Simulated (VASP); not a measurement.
A run of VASP 6.6.1 is set up as follows.

INCAR

```
SYSTEM = HfN
PREC = Accurate
ENCUT = 520
EDIFF = 1E-6
ISMEAR = 1
SIGMA = 0.1
LREAL = .False.
LASPH = .True.
NELM = 100
ALGO = Normal
ISIF = 2
LWAVE = .False.
LCHARG = .False.
GGA = PS
IVDW = 12
NBANDS = 14
```

KPOINTS

```
regular mesh
0
Gamma
  11 11 11
  0 0 0
```

POSCAR

```
HfN
1.0
    0.0000000000      2.4197493268      2.4197493268
    2.4197493268      0.0000000000      2.4197493268
    2.4197493268      2.4197493268      0.0000000000
Hf N
1 1
Direct
    0.0000000000      0.0000000000      0.0000000000
    0.7500000000      0.7500000000      0.7500000000
```

Potentials or basis: VASP PAW PBE potentials, release 64 (Hf_pv, N).

The run is started by

```console
$ cat potpaw_PBE.64/Hf_pv/POTCAR potpaw_PBE.64/N/POTCAR > POTCAR
$ mpirun -np 1 vasp_std > vasp.out
```

Estimate the pressure.

-0.8 GPa.

Estimate the dispersion energy per atom.

-0.315 eV.

Caveat: the PAW data sets were made with another functional, which shifts forces and pressure a little; pairwise dispersion overbinds metals, which lowers pressure and volume.
